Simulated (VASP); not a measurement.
# GaBiSe4 (F-43m) in VASP: a series of runs, part 2 of 2

VASP 6.6.1.

## Step 4: Relaxation of cell and atoms, PBE

This run uses another cell than the first one, of 29.34 Å³/atom, 1.195 times its volume.

Input file INCAR:

```
SYSTEM = GaBiSe4
PREC = Accurate
ENCUT = 600
EDIFF = 1E-6
ISMEAR = 0
SIGMA = 0.1
LREAL = .FALSE.
LASPH = .TRUE.
NELM = 80
ALGO = Normal
ISIF = 3
LWAVE = .FALSE.
LCHARG = .FALSE.
GGA = PE
IBRION = 2
NSW = 90
EDIFFG = -0.04
```

Input file KPOINTS:

```
regular mesh
0
G
  4 4 4
  0 0 0
```

Input file POSCAR:

```
GaBiSe4
1.0
    0.0000000000      4.4482904600      4.4482904600
    4.4482904600      0.0000000000      4.4482904600
    4.4482904600      4.4482904600      0.0000000000
Ga Bi Se
1 1 4
Direct
    0.0000000000      0.0000000000      0.0000000000
    0.7500000000      0.7500000000      0.7500000000
    0.8748370100      0.3750543300      0.3750543300
    0.3750543300      0.3750543300      0.3750543300
    0.3750543300      0.8748370100      0.3750543300
    0.3750543300      0.3750543300      0.8748370100
```

Potentials or basis: VASP PAW PBE potentials, release 64 (Ga_d, Bi_d, Se).

Launch:

```sh
cat potpaw_PBE.64/Ga_d/POTCAR potpaw_PBE.64/Bi_d/POTCAR potpaw_PBE.64/Se/POTCAR > POTCAR
mpirun -np 1 vasp_std > vasp.out
```

OUTCAR:

```text
SYSTEM = GaBiSe4
   PREC = Accurate
   ENCUT = 600
   EDIFF = 1E-6
   ISMEAR = 0
   LREAL = .FALSE.
   LASPH = .TRUE.
   NELM = 80
   ISIF = 3
   GGA = PE
   IBRION = 2
   NSW = 90
   EDIFFG = -0.04

 ion  position               nearest neighbor table
   1  0.000  0.000  0.000-
   2  0.750  0.750  0.750-
   3  0.875  0.375  0.375-
   4  0.375  0.375  0.375-
   5  0.375  0.875  0.375-
   6  0.375  0.375  0.875-

  LATTYP: Found a face centered cubic cell.
 ALAT       =     8.8965809200

  Lattice vectors:

 A1 = (   0.0000000000,   4.4482904600,   4.4482904600)
 A2 = (   4.4482904600,   0.0000000000,   4.4482904600)
 A3 = (   4.4482904600,   4.4482904600,   0.0000000000)

Analysis of symmetry for initial positions (statically):
=====================================================================
 Subroutine PRICEL returns:
 Original cell was already a primitive cell.

 Routine SETGRP: Setting up the symmetry group for a
 face centered cubic supercell.

 Subroutine GETGRP returns: Found 24 space group operations
 (whereof 24 operations were pure point group operations)
 out of a pool of 48 trial point group operations.

The static configuration has the point symmetry T_d .

Analysis of symmetry for dynamics (positions and initial velocities):
=====================================================================
 Subroutine PRICEL returns:
 Original cell was already a primitive cell.

 Routine SETGRP: Setting up the symmetry group for a
 face centered cubic supercell.

 Subroutine GETGRP returns: Found 24 space group operations
 (whereof 24 operations were pure point group operations)
 out of a pool of 48 trial point group operations.

The dynamic configuration has the point symmetry T_d .

 Subroutine INISYM returns: Found 24 space group operations
 (whereof 24 operations are pure point group operations),
 and found     1 'primitive' translations

----------------------------------------------------------------------------------------

                                     Primitive cell

  volume of cell :     176.0392

  direct lattice vectors                    reciprocal lattice vectors
     0.000000000  4.448290460  4.448290460    -0.112402732  0.112402732  0.112402732
     4.448290460  0.000000000  4.448290460     0.112402732 -0.112402732  0.112402732
     4.448290460  4.448290460  0.000000000     0.112402732  0.112402732 -0.112402732

  length of vectors
     6.290832698  6.290832698  6.290832698     0.194687243  0.194687243  0.194687243

  position of ions in fractional coordinates (direct lattice)
     0.000000000  0.000000000  0.000000000
     0.750000000  0.750000000  0.750000000
     0.874837010  0.375054330  0.375054330
     0.375054330  0.375054330  0.375054330
     0.375054330  0.874837010  0.375054330
     0.375054330  0.375054330  0.874837010

  ion indices of the primitive-cell ions
   primitive index   ion index
                 1           1
                 2           2
                 3           3
                 4           4
                 5           5
                 6           6

----------------------------------------------------------------------------------------

 KPOINTS: regular mesh

Automatic generation of k-mesh.
 Grid dimensions read from file:
 generate k-points for:    4    4    4

 Generating k-lattice:

  Cartesian coordinates                     Fractional coordinates (reciprocal lattice)
    -0.028100683  0.028100683  0.028100683     0.250000000  0.000000000  0.000000000
     0.028100683 -0.028100683  0.028100683     0.000000000  0.250000000  0.000000000
     0.028100683  0.028100683 -0.028100683     0.000000000  0.000000000  0.250000000

  Length of vectors
     0.048671811  0.048671811  0.048671811

  Shift w.r.t. Gamma in fractional coordinates (k-lattice)
     0.000000000  0.000000000  0.000000000

 Subroutine IBZKPT returns following result:
 ===========================================

 Found      8 irreducible k-points:

 Following reciprocal coordinates:
            Coordinates               Weight
  0.000000  0.000000  0.000000      1.000000
  0.250000  0.000000  0.000000      8.000000
  0.500000  0.000000  0.000000      4.000000
  0.250000  0.250000  0.000000      6.000000
  0.500000  0.250000  0.000000     24.000000
 -0.250000  0.250000  0.000000     12.000000
  0.500000  0.500000  0.000000      3.000000
 -0.250000  0.500000  0.250000      6.000000
   k-points           NKPTS =      8   k-points in BZ     NKDIM =      8   number of bands    NBANDS=     31
   number of dos      NEDOS =    301   number of ions     NIONS =      6
   total plane-waves  NPLWV = 125000
   dimension x,y,z NGX =    50 NGY =   50 NGZ =   50
   dimension x,y,z NGXF=   100 NGYF=  100 NGZF=  100
   ions per type =               1   1   4
   NGX,Y,Z   is equivalent  to a cutoff of  13.21, 13.21, 13.21 a.u.
   NGXF,Y,Z  is equivalent  to a cutoff of  26.43, 26.43, 26.43 a.u.
 SYSTEM =  GaBiSe4
   PREC   = accura    normal or accurate (medium, high low for compatibility)
   ISTART =      0    job   : 0-new  1-cont  2-samecut
   ICHARG =      2    charge: 1-file 2-atom 10-const
   ISPIN  =      1    spin polarized calculation?
   LNONCOLLINEAR =      F non collinear calculations
   LSORBIT =      F    spin-orbit coupling
   LASPH  =      T    aspherical Exc in radial PAW
   ENCUT  =  600.0 eV  44.10 Ry    6.64 a.u.  12.56 12.56 12.56*2*pi/ulx,y,z
   NELM   =     80;   NELMIN=  2; NELMDL= -5     # of ELM steps
   EDIFF  = 0.1E-05   stopping-criterion for ELM
   LREAL  =      F    real-space projection
   EDIFFG = -.4E-01   stopping-criterion for IOM
   NSW    =     90    number of steps for IOM
   IBRION =      2    ionic relax: 0-MD 1-quasi-New 2-CG
   NFREE  =      1    steps in history (QN), initial steepest desc. (CG)
   ISIF   =      3    stress and relaxation
   ISYM   =      2    0-nonsym 1-usesym 2-fastsym
   POTIM  = 0.5000    time-step for ionic-motion
   TEBEG  =    0.0;   TEEND  =   0.0 temperature during run
   PSTRESS=    0.0 pullay stress
   NELECT =      52.0000    total number of electrons
   NUPDOWN=      -1.0000    fix difference up-down
   EMIN   =  10.00;   EMAX   =-10.00  energy-range for DOS
   EFERMI =   0.00;   METHOD = LEGACY
   ISMEAR =     0;   SIGMA  =   0.10  broadening in eV -4-tet -1-fermi 0-gaus
   EFERMI_NEDOS =   21; number of points for ismear=-14 and -15
   IALGO  =     38    algorithm
   IMIX   =      4    mixing-type and parameters
     AMIX     =   0.40;   BMIX     =  1.00
     AMIX_MAG =   1.60;   BMIX_MAG =  1.00
  volume/ion in A,a.u.               =      29.34       198.00
  Fermi-wavevector in a.u.,A,eV,Ry     =   1.090284  2.060337 16.173494  1.188718
  Thomas-Fermi vector in A             =   2.226505
   LORBIT       =      0    0 simple, 1 ext, 2 COOP (PROOUT), +10 PAW based schemes
   GGA     = PE    functional components
   LHFCALC =     F    Hartree Fock is set to
   AEXX    =    0.0000 exact exchange contribution
   IVDW    =     0    specifies the selected vdW correction
   LEPSILON=     F    determine dielectric tensor
   LRPA    =     F    only Hartree local field effects (RPA)
 conjugate gradient relaxation of ions
 non-spin polarized calculation
 Gauss-broadening in eV      SIGMA  =   0.10
  energy-cutoff  :      600.00
  volume of cell :      176.04
 maximum number of plane-waves:      5961
   NGX = 25   NGY = 25   NGZ = 25

--------------------------------------- Ionic step        1  -------------------------------------------

 number of electron      52.0000011 magnetization

 Free energy of the ion-electron system (eV)
  ---------------------------------------------------
  ext. energy  EPLUGINS =         0.00000000
  ---------------------------------------------------
  free energy    TOTEN  =       -17.25313243 eV

  energy without entropy =      -17.20046652  energy(sigma->0) =      -17.22679947

------------------------ aborting loop because EDIFF is reached ----------------------------------------

  FORCE on cell =-STRESS in cart. coord.  units (eV):
  Direction    XX          YY          ZZ          XY          YZ          ZX
  --------------------------------------------------------------------------------------
  -------------------------------------------------------------------------------------
  Total       -6.3672557     -6.3672557     -6.3672557      0.0000000     -0.0000000      0.0000000
  in kB      -57.9500031    -57.9500031    -57.9500031      0.0000000     -0.0000000      0.0000000
  external PRESSURE =     -57.9500031 kB  Pullay stress =       0.0000000 kB
[... 743 lines left out ...]
  energy  without entropy=      -17.8088505489  energy(sigma->0) =      -17.84061397

--------------------------------------- Ionic step        6  -------------------------------------------

 number of electron      52.0000001 magnetization

 Free energy of the ion-electron system (eV)
  ---------------------------------------------------
  ext. energy  EPLUGINS =         0.00000000
  ---------------------------------------------------
  free energy    TOTEN  =       -17.87942037 eV

  energy without entropy =      -17.82257645  energy(sigma->0) =      -17.85099841

 E-fermi :   5.1749     XC(G=0): -10.0282

 val. band max:        5.1532061159   @ k =   0.2500   0.0000   0.0000
 cond. band min:       5.2008418532   @ k =   0.2500   0.2500   0.0000
 fundamental gap:      0.0476357373
 Fermi energy:         5.1748983868

 k-point     1 :       0.0000    0.0000    0.0000
  band No.  band energies     occupation
      1     -18.2111      2.00000
      2     -18.2111      2.00000
      3     -18.2111      2.00000
      4     -18.2072      2.00000
      5     -18.2072      2.00000
      6     -10.1626      2.00000
[... 294 lines left out ...]
  FREE ENERGIE OF THE ION-ELECTRON SYSTEM (eV)
  ---------------------------------------------------
  free  energy   TOTEN  =       -17.8794203712 eV

  energy  without entropy=      -17.8225764528  energy(sigma->0) =      -17.85099841

 reached required accuracy - stopping structural energy minimisation
```

Run time: 6.6 min. Hardware: 1 thread of AMD EPYC 7R13, shared host; peak memory 0.37 GiB.

Results:

```
Free energy                            : -17.8794 eV
Relaxed volume                         : 24.39 Å³/atom
Relaxed cell                           : a = 5.915 Å, b = 5.915 Å, c = 5.915 Å, α = 60.00°, β = 60.00°, γ = 60.00°
Space group after relaxing (to 0.05 Å) : F-43m (No. 216)
Energy gained by relaxing              : 104.4 meV/atom
Ionic steps                            : 6
Pressure after relaxing                : 0.3 GPa
Largest force after relaxing           : 0.007 eV/Å
Band gap on the k mesh                 : zero (band 26 reaches 6.15 eV, above the bottom of band 27 at 5.15 eV)
```

Forces in eV/Å, atoms in the order of the input:
```
Ga   0.000  0.000  0.000
Bi   0.000  0.000  0.000
Se  -0.004  0.004  0.004
Se  -0.004 -0.004 -0.004
Se   0.004 -0.004  0.004
Se   0.004  0.004 -0.004
```

Step by step:
```tsv
step	energy change (eV)	largest force (eV/Å)	pressure (GPa)	volume (Å³)
1	0.0000	0.0823	-5.80	176.04
2	-0.6026	0.1794	-0.98	150.36
3	-0.6135	0.1805	-0.07	147.21
4	-0.6135	0.1803	0.10	146.67
5	-0.6192	0.1408	0.15	146.59
6	-0.6263	0.0074	0.25	146.36
```

Final structure:
```
CELL_PARAMETERS angstrom
0.00000 4.18282 4.18282
4.18282 0.00000 4.18282
4.18282 4.18282 0.00000
ATOMIC_POSITIONS crystal
Ga 0.00000 0.00000 0.00000
Bi 0.75000 0.75000 0.75000
Se 0.88248 0.37251 0.37251
Se 0.37251 0.37251 0.37251
Se 0.37251 0.88248 0.37251
Se 0.37251 0.37251 0.88248
```

Caveat: the volume moved by over 15 % at a fixed basis, so the end points are rough; spin-orbit coupling is left out, which moves the levels of the heavy elements.

## Step 5: Relaxation of cell and atoms, PBE

Input file INCAR:

```
ALGO = Normal
EDIFF = 1E-7
EDIFFG = -0.01
ENCUT = 600
GGA = PE
IBRION = 2
ISIF = 3
ISMEAR = 0
LASPH = T
LCHARG = F
LREAL = F
LWAVE = F
NELM = 60
NSW = 100
PREC = Accurate
SIGMA = 0.1
```

Input file KPOINTS:

```
k-points
0
Gamma
  8 8 8
```

Input file POSCAR:

```
GaBiSe4
1.0
    0.0000000000      4.1913711028      4.1913711028
    4.1913711028      0.0000000000      4.1913711028
    4.1913711028      4.1913711028      0.0000000000
Ga Bi Se
1 1 4
Direct
    0.0000000000      0.0000000000      0.0000000000
    0.2500000000      0.2500000000      0.2500000000
    0.6274631205      0.6274631205      0.1176106386
    0.6274631205      0.1176106386      0.6274631205
    0.1176106386      0.6274631205      0.6274631205
    0.6274631205      0.6274631205      0.6274631205
```

Potentials or basis: VASP PAW PBE potentials, release 64 (Ga_d, Bi_d, Se).

Launch:

```sh
cat potpaw_PBE.64/Ga_d/POTCAR potpaw_PBE.64/Bi_d/POTCAR potpaw_PBE.64/Se/POTCAR > POTCAR
mpirun -np 1 vasp_std > vasp.out
```

OUTCAR:

```text
EDIFF = 1E-7
   EDIFFG = -0.01
   ENCUT = 600
   GGA = PE
   IBRION = 2
   ISIF = 3
   ISMEAR = 0
   LASPH = T
   LREAL = F
   NELM = 60
   NSW = 100
   PREC = Accurate

 ion  position               nearest neighbor table
   1  0.000  0.000  0.000-
   2  0.250  0.250  0.250-
   3  0.627  0.627  0.118-
   4  0.627  0.118  0.627-
   5  0.118  0.627  0.627-
   6  0.627  0.627  0.627-

  LATTYP: Found a face centered cubic cell.
 ALAT       =     8.3827422056

  Lattice vectors:

 A1 = (   0.0000000000,   4.1913711028,   4.1913711028)
 A2 = (   4.1913711028,   0.0000000000,   4.1913711028)
 A3 = (   4.1913711028,   4.1913711028,   0.0000000000)

Analysis of symmetry for initial positions (statically):
=====================================================================
 Subroutine PRICEL returns:
[... 182 lines left out ...]
 E-fermi :   5.1869     XC(G=0): -10.0039

 val. band max:        5.1792854878   @ k =  -0.2500   0.2500   0.0000
 cond. band min:       5.1890707098   @ k =  -0.1250   0.1250   0.0000
 fundamental gap:      0.0097852221
 Fermi energy:         5.1869266811

 k-point     1 :       0.0000    0.0000    0.0000
  band No.  band energies     occupation
      1     -18.2821      2.00000
      2     -18.2821      2.00000
      3     -18.2821      2.00000
      4     -18.2782      2.00000
      5     -18.2782      2.00000
      6     -10.1949      2.00000
[... 966 lines left out ...]
--------------------------------------- Ionic step        5  -------------------------------------------

 number of electron      51.9999991 magnetization

 Free energy of the ion-electron system (eV)
  ---------------------------------------------------
  ext. energy  EPLUGINS =         0.00000000
  ---------------------------------------------------
  free energy    TOTEN  =       -18.27115234 eV

  energy without entropy =      -18.24520506  energy(sigma->0) =      -18.25817870

 E-fermi :   5.4512     XC(G=0): -10.1213

 val. band max:        5.4444630279   @ k =   0.3750   0.2500   0.1250
 cond. band min:       5.4541734994   @ k =  -0.1250   0.1250   0.0000
 fundamental gap:      0.0097104715
 Fermi energy:         5.4512360024

 k-point     1 :       0.0000    0.0000    0.0000
  band No.  band energies     occupation
      1     -18.0139      2.00000
      2     -18.0139      2.00000
      3     -18.0139      2.00000
      4     -18.0093      2.00000
      5     -18.0093      2.00000
      6     -10.0952      2.00000
[... 840 lines left out ...]
  FREE ENERGIE OF THE ION-ELECTRON SYSTEM (eV)
  ---------------------------------------------------
  free  energy   TOTEN  =       -18.2711523441 eV

  energy  without entropy=      -18.2452050578  energy(sigma->0) =      -18.25817870

 reached required accuracy - stopping structural energy minimisation
```

OSZICAR:

```text
N       E                     dE             d eps       ncg     rms          rms(c)
DAV:   1     0.512665519810E+03    0.51267E+03   -0.26037E+04  1914   0.210E+03
DAV:   2     0.502622021358E+02   -0.46240E+03   -0.45303E+03  1935   0.527E+02
DAV:   3    -0.143433342238E+02   -0.64606E+02   -0.62856E+02  2179   0.165E+02
DAV:   4    -0.184708810600E+02   -0.41275E+01   -0.40422E+01  2274   0.400E+01
[... 45 lines left out ...]
DAV:   4    -0.182711558961E+02    0.33848E-04   -0.12286E-04  2467   0.849E-02    0.116E-02
DAV:   5    -0.182711530319E+02    0.28642E-05   -0.93317E-06  2030   0.172E-02    0.688E-03
DAV:   6    -0.182711524377E+02    0.59419E-06   -0.74746E-07  2351   0.512E-03    0.335E-03
DAV:   7    -0.182711522862E+02    0.15149E-06   -0.15659E-07  1249   0.345E-03    0.731E-04
DAV:   8    -0.182711523441E+02   -0.57916E-07   -0.16472E-08   920   0.106E-03
   5 F= -.18271152E+02 E0= -.18258179E+02  d E =-.405980E-02
```

It took 16 min on 1 thread of AMD EPYC 7R13, shared host; peak memory 0.42 GiB.

What came out:

| Item | Value |
| --- | --- |
| Free energy | -18.2712 eV |
| Relaxed volume | 23.93 Å³/atom |
| Relaxed cell | a = 5.878 Å, b = 5.878 Å, c = 5.878 Å, α = 60.00°, β = 60.00°, γ = 60.00° |
| Space group after relaxing (to 0.05 Å) | F-43m (No. 216) |
| Energy gained by relaxing | 3.7 meV/atom |
| Ionic steps | 5 |
| Pressure after relaxing | 0.0 GPa |
| Band gap on the k mesh | zero (band 26 reaches 6.36 eV, above the bottom of band 27 at 5.31 eV) |

Step by step:
```csv
step,energy change (eV),largest force (eV/Å),pressure (GPa),volume (Å³)
1,0.0000,0.1781,-1.14,147.26
2,-0.0181,0.1318,0.06,143.58
3,-0.0183,0.1261,0.19,143.20
4,-0.0212,0.0654,0.11,143.38
5,-0.0223,0.0020,0.03,143.58
```

Final structure:
```
Ga Bi Se
1.0
     0.00000    4.15614    4.15614
     4.15614    0.00000    4.15614
     4.15614    4.15614    0.00000
Ga Bi Se
1 1 4
Direct
  0.00000 0.00000 0.00000
  0.25000 0.25000 0.25000
  0.62573 0.62573 0.12282
  0.62573 0.12282 0.62573
  0.12282 0.62573 0.62573
  0.62573 0.62573 0.62573
```

Caveat: spin-orbit coupling is left out, which moves the levels of the heavy elements.

## Step 6: Overview

```tsv
task	cell	k mesh	cutoff (eV)	gap on the mesh (eV)	pressure (GPa)	relaxed volume (Å³/atom)	largest force (eV/Å)
single point	a = 5.927 Å, angles 60.0°, 6 atoms	4 × 4 × 4	520	none	0.0	-	0.01
single point	a = 5.878 Å, angles 60.0°, 6 atoms	8 × 8 × 8	520	none	0.0	-	-
relaxation of cell and atoms	relaxed from a = 6.291 Å, angles 60.0°, 6 atoms	4 × 4 × 4	600	none	0.3	24.39	0.01
relaxation of cell and atoms	relaxed from a = 5.927 Å, angles 60.0°, 6 atoms	8 × 8 × 8	600	none	0.0	23.93	-
```

Alike in all rows: level PBE; potentials or basis VASP PAW PBE potentials, release 64 (Ga_d, Bi_d, Se); no spin polarisation; smearing gaussian 0.1 eV.

Caveats: spin-orbit coupling is left out, which moves the levels of the heavy elements; the volume moved by over 15 % at a fixed basis, so the end points are rough (some runs).

Total energies depend on the potentials used, so only differences within one code and one set of settings carry meaning.
